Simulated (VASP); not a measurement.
# NbH (I4mm) in VASP: single point with LDA

Aim: the single point of NbH with LDA.

All numbers are computed with VASP 6.6.1; they aren't measurements. Logs are shortened: lines on timing, memory, paths and dates and some standing lists are left out, and cuts for length are marked.

## Step 1: The cell of the first run

Symmetry: I4mm, No. 107, tetragonal system. The conventional cell has a = 3.214 Å, b = 3.214 Å, c = 3.969 Å, α = 90.00°, β = 90.00°, γ = 90.00°. Nb (site symmetry 4mm) has 6 H at 1.93 to 2.27 Å within 2.6 Å. Within 2.6 Å of H (site symmetry 4mm) lie 6 Nb at 1.93 to 2.27 Å.

## Step 2: Single point, LDA (all H atoms moved -0.050 Å, as atom 2 along Cartesian [0 0 1])

Contents of INCAR:

```
SYSTEM = NbH
PREC = Accurate
ENCUT = 520
EDIFF = 1E-6
ISMEAR = 0
SIGMA = 0.15
LREAL = .FALSE.
LASPH = .TRUE.
NELM = 100
ALGO = Normal
ISIF = 2
LWAVE = .FALSE.
LCHARG = .TRUE.
LELF = .TRUE.
LVHAR = .TRUE.
NBANDS = 14
```

Contents of KPOINTS:

```
Automatic mesh
0
G
  20 20 20
  0 0 0
```

Contents of POSCAR:

```
NbH
1.0
   -1.6069640000      1.6069640000      1.9843010000
    1.6069640000     -1.6069640000      1.9843010000
    1.6069640000      1.6069640000     -1.9843010000
Nb H
1 1
Direct
    0.0000000000      0.0000000000      0.0000000000
    0.4874011050      0.4874011050      0.0000000000
```

Potentials or basis: VASP PAW LDA potentials, release 64 (Nb_sv, H).

On the command line:

```bash
$ cat potpaw_LDA.64/Nb_sv/POTCAR potpaw_LDA.64/H/POTCAR > POTCAR
$ mpirun -np 1 vasp_std > vasp.out
```

OUTCAR:

```text
SYSTEM = NbH
   PREC = Accurate
   ENCUT = 520
   EDIFF = 1E-6
   ISMEAR = 0
   LREAL = .FALSE.
   LASPH = .TRUE.
   NELM = 100
   ISIF = 2

 ion  position               nearest neighbor table
   1  0.000  0.000  0.000-   2 1.93
   2  0.487  0.487  0.000-   1 1.93

  LATTYP: Found a body centered tetragonal cell.
 ALAT       =     3.2139280000
 C/A-ratio  =     1.2348135988

  Lattice vectors:

 A1 = (  -1.6069640000,   1.6069640000,   1.9843010000)
 A2 = (   1.6069640000,  -1.6069640000,   1.9843010000)
 A3 = (   1.6069640000,   1.6069640000,  -1.9843010000)

Analysis of symmetry for initial positions (statically):
=====================================================================
 Subroutine PRICEL returns:
 Original cell was already a primitive cell.

 Routine SETGRP: Setting up the symmetry group for a
 body centered tetragonal supercell.

 Subroutine GETGRP returns: Found  8 space group operations
 (whereof  8 operations were pure point group operations)
 out of a pool of 16 trial point group operations.

The static configuration has the point symmetry C_4v.

Analysis of symmetry for dynamics (positions and initial velocities):
=====================================================================
 Subroutine PRICEL returns:
 Original cell was already a primitive cell.

 Routine SETGRP: Setting up the symmetry group for a
 body centered tetragonal supercell.

 Subroutine GETGRP returns: Found  8 space group operations
 (whereof  8 operations were pure point group operations)
 out of a pool of 16 trial point group operations.

The dynamic configuration has the point symmetry C_4v.

 Subroutine INISYM returns: Found  8 space group operations
 (whereof  8 operations are pure point group operations),
 and found     1 'primitive' translations

----------------------------------------------------------------------------------------

                                     Primitive cell

  volume of cell :      20.4965

  direct lattice vectors                    reciprocal lattice vectors
    -1.606964000  1.606964000  1.984301000     0.000000000  0.311145738  0.251977901
     1.606964000 -1.606964000  1.984301000     0.311145738  0.000000000  0.251977901
     1.606964000  1.606964000 -1.984301000     0.311145738  0.311145738  0.000000000

  length of vectors
     3.016971504  3.016971504  3.016971504     0.400380485  0.400380485  0.440026523

  position of ions in fractional coordinates (direct lattice)
     0.000000000  0.000000000  0.000000000
     0.487401105  0.487401105  0.000000000
[... 87 lines left out ...]
   PSTRESS=    0.0 pullay stress
   NELECT =      14.0000    total number of electrons
   NUPDOWN=      -1.0000    fix difference up-down
   EMIN   =  10.00;   EMAX   =-10.00  energy-range for DOS
   EFERMI =   0.00;   METHOD = LEGACY
   ISMEAR =     0;   SIGMA  =   0.15  broadening in eV -4-tet -1-fermi 0-gaus
   EFERMI_NEDOS =   21; number of points for ismear=-14 and -15
   IALGO  =     38    algorithm
   IMIX   =      4    mixing-type and parameters
     AMIX     =   0.40;   BMIX     =  1.00
     AMIX_MAG =   1.60;   BMIX_MAG =  1.00
  volume/ion in A,a.u.               =      10.25        69.16
  Fermi-wavevector in a.u.,A,eV,Ry     =   1.441753  2.724518 28.281778  2.078652
  Thomas-Fermi vector in A             =   2.560350
   LORBIT       =      0    0 simple, 1 ext, 2 COOP (PROOUT), +10 PAW based schemes
   GGA     = CA    functional components
   LHFCALC =     F    Hartree Fock is set to
   AEXX    =    0.0000 exact exchange contribution
   IVDW    =     0    specifies the selected vdW correction
   LEPSILON=     F    determine dielectric tensor
   LRPA    =     F    only Hartree local field effects (RPA)
 non-spin polarized calculation
 Gauss-broadening in eV      SIGMA  =   0.15
  energy-cutoff  :      520.00
  volume of cell :       20.50
 maximum number of plane-waves:       566
   NGX = 11   NGY = 11   NGZ = 11

 number of electron      13.9999999 magnetization

 Free energy of the ion-electron system (eV)
  ---------------------------------------------------
  ext. energy  EPLUGINS =         0.00000000
  ---------------------------------------------------
  free energy    TOTEN  =       -15.11908656 eV

  energy without entropy =      -15.10615224  energy(sigma->0) =      -15.11261940

 E-fermi :  10.8288     XC(G=0): -12.6063

 val. band max:       10.8269516195   @ k =  -0.1500  -0.1500   0.1000
 cond. band min:      10.8310184547   @ k =  -0.2000   0.3500   0.1000
 fundamental gap:      0.0040668353
 Fermi energy:        10.8288310175

 k-point     1 :       0.0000    0.0000    0.0000
  band No.  band energies     occupation
      1     -43.9898      2.00000
      2     -19.7443      2.00000
      3     -19.6944      2.00000
      4     -19.6944      2.00000
      5       1.3030      2.00000
      6      10.1270      2.00000
      7      10.1270      2.00000
      8      11.4728      0.00000
      9      11.7245      0.00000
     10      12.6089      0.00000
     11      20.8282      0.00000
     12      22.2667      0.00000
     13      23.2222      0.00000
     14      23.2222      0.00000
[... 377 lines left out ...]
      1     -43.8783      2.00000
      2     -20.4662      2.00000
      3     -19.8531      2.00000
      4     -19.7669      2.00000
      5       4.0629      2.00000
      6       8.1062      2.00000
      7       9.5855      2.00000
      8      11.1147      0.00704
      9      13.3263      0.00000
     10      13.5454      0.00000
     11      17.1141      0.00000
     12      22.9384      0.00000
     13      27.7927      0.00000
     14      28.2273      0.00000

 [... further k-points ...]

------------------------ aborting loop because EDIFF is reached ----------------------------------------

  FORCE on cell =-STRESS in cart. coord.  units (eV):
  Direction    XX          YY          ZZ          XY          YZ          ZX
  --------------------------------------------------------------------------------------
  -------------------------------------------------------------------------------------
  Total       -1.3900314     -1.3900314     -1.3993279      0.0000000     -0.0000000      0.0000000
  in kB     -108.6564129   -108.6564129   -109.3831024      0.0000000     -0.0000000      0.0000000
  external PRESSURE =    -108.8986428 kB  Pullay stress =       0.0000000 kB

 VOLUME and BASIS-vectors are now :
 -----------------------------------------------------------------------------
  energy-cutoff  :      520.00
  volume of cell :       20.50
      direct lattice vectors                 reciprocal lattice vectors
    -1.606964000  1.606964000  1.984301000     0.000000000  0.311145738  0.251977901
     1.606964000 -1.606964000  1.984301000     0.311145738  0.000000000  0.251977901
     1.606964000  1.606964000 -1.984301000     0.311145738  0.311145738  0.000000000

 POSITION                                       TOTAL-FORCE (eV/Angst)
 -----------------------------------------------------------------------------------
      0.00000      0.00000      0.00000        -0.000000     -0.000000     -0.434924
      0.00000      0.00000      1.93430         0.000000      0.000000      0.434924
 -----------------------------------------------------------------------------------
    total drift:                               -0.000000     -0.000000     -0.000025

  FREE ENERGIE OF THE ION-ELECTRON SYSTEM (eV)
  ---------------------------------------------------
  free  energy   TOTEN  =       -15.1190865573 eV

  energy  without entropy=      -15.1061522371  energy(sigma->0) =      -15.11261940
```

stdout:

```text
POSCAR found type information on POSCAR NbH
 POSCAR found :  2 types and       2 ions
 scaLAPACK will be used
 LDA part: xc-table for (Slater(with rela. corr.)+CA(PZ))
 , standard interpolation
 POSCAR, INCAR and KPOINTS ok, starting setup
 FFT: planning ... GRIDC
 FFT: planning ... GRID_SOFT
 FFT: planning ... GRID
 WAVECAR not read
 entering main loop
```

Run time: 2 min. Hardware: 1 thread of Intel Xeon Platinum 8375C at 2.90GHz (Ice Lake), shared host; peak memory 0.28 GiB.

What came out:

| Item | Value |
| --- | --- |
| Free energy | -15.1191 eV |
| Pressure | -10.9 GPa |
| Largest force | 0.435 eV/Å |
| Band gap on the k mesh | zero (bands 7 and 8 overlap by 4.17 eV) |

Forces in eV/Å, atoms in the order of the input:
```
Nb   0.000  0.000 -0.435
H    0.000  0.000  0.435
```

Levels at points of the mesh, in eV from the Fermi level:
| k point | band 3 | band 4 | band 5 | band 6 | band 7 | band 8 | band 9 | band 10 | band 11 | band 12 |
| --- | --- | --- | --- | --- | --- | --- | --- | --- | --- | --- |
| (0.00, 0.00, 0.00) | -30.52 | -30.52 | -9.53 | -0.70 | -0.70 | 0.64 | 0.90 | 1.78 | 10.00 | 11.44 |
| (0.50, 0.00, 0.00) | -30.73 | -30.59 | -4.77 | -4.33 | -1.59 | -0.11 | 3.15 | 4.20 | 7.41 | 8.58 |
| (0.50, 0.50, 0.00) | -30.94 | -30.69 | -8.03 | -3.24 | 1.34 | 3.04 | 3.65 | 4.78 | 7.87 | 8.74 |
| (0.50, 0.50, 0.50) | -31.01 | -31.01 | -8.07 | -3.63 | 3.65 | 3.71 | 4.30 | 4.30 | 7.66 | 7.66 |

Caveat: the cell differs from its parent crystal (all H atoms moved -0.050 Å, as atom 2 along Cartesian [0 0 1]); the cell stands under tension.
